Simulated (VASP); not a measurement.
The system is InSe.

```xyz
4
Lattice="2.0000 1.1547 8.4400 -2.0000 1.1547 8.4400 0.0000 -2.3094 8.4400" Properties=species:S:1:pos:R:3 pbc="T T T"
In    0.0000    0.0000    0.0000
In    0.0000    0.0000    2.8206
Se    0.0000    0.0000   15.6098
Se    0.0000    0.0000   20.9675
```

- Program: VASP 6.6.1
- Task: relaxation of cell and atoms
- Functional: PBE
- Dispersion: D3(BJ)
- Potentials or basis: VASP PAW PBE potentials, release 64 (In_d, Se)
- Cutoff: 600 eV
- k mesh: 6 × 6 × 6
- Occupations: fermi-dirac, width 0.02 eV
- Spin: no spin polarisation

At the start: pressure 1.0 GPa; volume 29.24 Å³/atom.

Q: How do energy, volume and symmetry change on relaxing?

A: Over 23 steps the energy falls by 4.8 meV/atom and the volume is 29.31 Å³/atom (+0.2 %); space group R3m (No. 160, to 0.1 Å) before and after.

The path:
| step | energy change (eV) | largest force (eV/Å) | pressure (GPa) | volume (Å³) |
| --- | --- | --- | --- | --- |
| 1 | 0.0000 | 0.3844 | 1.05 | 116.95 |
| 2 | -0.0109 | 0.2005 | -0.77 | 120.21 |
| 3 | -0.0159 | 0.0239 | -0.15 | 119.01 |
| 4 | -0.0166 | 0.0335 | -0.03 | 118.63 |
| 5 | -0.0167 | 0.0515 | 0.03 | 118.45 |
| 6 | -0.0171 | 0.0416 | 0.02 | 118.39 |
| 7 | -0.0180 | 0.0497 | 0.03 | 118.19 |
| 8 | -0.0185 | 0.0665 | 0.03 | 117.80 |
| 9 | -0.0189 | 0.0294 | -0.08 | 117.82 |
| 10 | -0.0189 | 0.0091 | -0.14 | 117.83 |
| 11 | -0.0192 | 0.0075 | -0.03 | 117.38 |
| 12 | -0.0192 | 0.0094 | -0.01 | 117.27 |
| 13 | -0.0192 | 0.0142 | 0.04 | 117.04 |
| 14 | -0.0192 | 0.0081 | 0.00 | 117.22 |
| 15 | -0.0192 | 0.0065 | 0.00 | 117.23 |
| 16 | -0.0192 | 0.0075 | -0.01 | 117.25 |
| 17 | -0.0192 | 0.0131 | -0.03 | 117.31 |
| 18 | -0.0192 | 0.0120 | -0.02 | 117.30 |
| 19 | -0.0192 | 0.0086 | -0.01 | 117.27 |
| 20 | -0.0192 | 0.0051 | -0.01 | 117.25 |
| 21 | -0.0192 | 0.0125 | 0.03 | 117.17 |
| 22 | -0.0193 | 0.0058 | 0.01 | 117.21 |
| 23 | -0.0193 | 0.0046 | 0.01 | 117.23 |

Final structure:
```cif
data_structure
_symmetry_space_group_name_H-M 'P 1'
_symmetry_Int_Tables_number 1
_cell_length_a 8.6173
_cell_length_b 8.6173
_cell_length_c 8.6173
_cell_angle_alpha 27.111
_cell_angle_beta 27.111
_cell_angle_gamma 27.111
_cell_volume 117.23
loop_
_atom_site_label
_atom_site_type_symbol
_atom_site_fract_x
_atom_site_fract_y
_atom_site_fract_z
_atom_site_occupancy
In1 In 0.99957 0.99957 0.99957 1
In2 In 0.11180 0.11180 0.11180 1
Se1 Se 0.61461 0.61461 0.61462 1
Se2 Se 0.83002 0.83002 0.83002 1
```
